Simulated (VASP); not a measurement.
The system is MgTe (d3).

```
CELL_PARAMETERS angstrom
4.59020 0.00000 0.00000
-2.29510 3.97523 0.00000
0.00000 0.00000 7.43781
ATOMIC_POSITIONS crystal
Mg 0.33333 0.66667 0.99599
Mg 0.66667 0.33333 0.49599
Te 0.33333 0.66667 0.37401
Te 0.66667 0.33333 0.87401
```

```yaml
Program: VASP 6.6.1
Task: relaxation of cell and atoms
Functional: PBE
Dispersion: D3(BJ)
Potentials_or_basis: VASP PAW PBE potentials, release 64 (Mg, Te)
Cutoff: 600 eV
k_mesh: 9 × 9 × 4
Occupations: gaussian, width 0.02 eV
Spin: no spin polarisation
```

At the start: pressure -1.0 GPa; volume 33.93 Å³/atom.

Task: Where does the relaxation end?

Result: Over 10 steps the energy falls by 3.3 meV/atom and the volume is 32.95 Å³/atom (-2.9 %); space group P6_3mc (No. 186, to 0.05 Å).

The path:
```
step  energy change (eV)  largest force (eV/Å)  pressure (GPa)  volume (Å³)
   1              0.0000                0.0224           -1.04       135.72
   2             -0.0129                0.0161            0.11       131.45
   3             -0.0131                0.0162            0.00       131.81
   4             -0.0130                0.0163           -0.02       131.88
   5             -0.0131                0.0131           -0.02       131.88
   6             -0.0132                0.0034           -0.02       131.89
   7             -0.0132                0.0168           -0.02       131.89
   8             -0.0133                0.0064           -0.02       131.89
   9             -0.0133                0.0044            0.02       131.76
  10             -0.0133                0.0003            0.00       131.81
```

Final structure:
```
CELL_PARAMETERS angstrom
4.53830 0.00000 0.00000
-2.26915 3.93029 0.00000
0.00000 0.00000 7.38968
ATOMIC_POSITIONS crystal
Mg 0.33333 0.66667 0.99686
Mg 0.66667 0.33333 0.49686
Te 0.33333 0.66667 0.37314
Te 0.66667 0.33333 0.87314
```
